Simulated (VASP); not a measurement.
## ZnC4: single point with PBE

The system is ZnC4.

```
Zn C
1.0
    -2.73582    2.73582    2.22787
     2.73582   -2.73582    2.22787
     2.73582    2.73582   -2.22787
Zn C
1 4
Direct
  0.00000 0.00000 0.00000
  0.00000 0.38222 0.38222
  0.00000 0.61778 0.61778
  0.38222 0.00000 0.38222
  0.61778 0.00000 0.61778
```

| Quantity | Value |
| --- | --- |
| Program | VASP 6.6.1 |
| Task | single point |
| Functional | PBE |
| Potentials or basis | VASP PAW PBE potentials, release 64 (Zn, C) |
| Cutoff | 520 eV |
| k mesh | 6 × 6 × 6 |
| Occupations | gaussian, width 0.1 eV |
| Spin | no spin polarisation |

* Pressure: 0.2 GPa
* Largest force: 0.059 eV/Å
* Band gap on the k mesh: zero (band 14 reaches 1.93 eV, above the bottom of band 15 at 0.26 eV)

Forces in eV/Å, atoms in the order of the input:
```
Zn   0.000  0.000  0.000
C   -0.059  0.000  0.000
C    0.059  0.000  0.000
C    0.000 -0.059  0.000
C    0.000  0.059  0.000
```

Stress tensor (GPa, compression positive):
```
 0.40  0.00  0.00
 0.00  0.40  0.00
 0.00  0.00 -0.06
```

Levels at points of the mesh, in eV from the Fermi level:
```
           k point  band 12  band 13  band 14  band 15  band 16  band 17
(0.00, 0.00, 0.00)    -1.93    -1.93     0.74     1.79     2.51     3.41
(0.50, 0.00, 0.00)    -2.18    -1.80    -1.23    -0.48     3.78     4.62
(0.50, 0.50, 0.00)    -2.65    -2.15    -0.35     1.88     3.09     3.77
(0.50, 0.50, 0.50)    -0.92    -0.92     0.03     3.16     4.49     4.49
```

It took 38 s on 1 thread of Intel(R) Xeon(R) Platinum 8375C CPU @ 2.90GHz (Ice Lake), with other jobs on the host, peak memory 0.21 GiB.
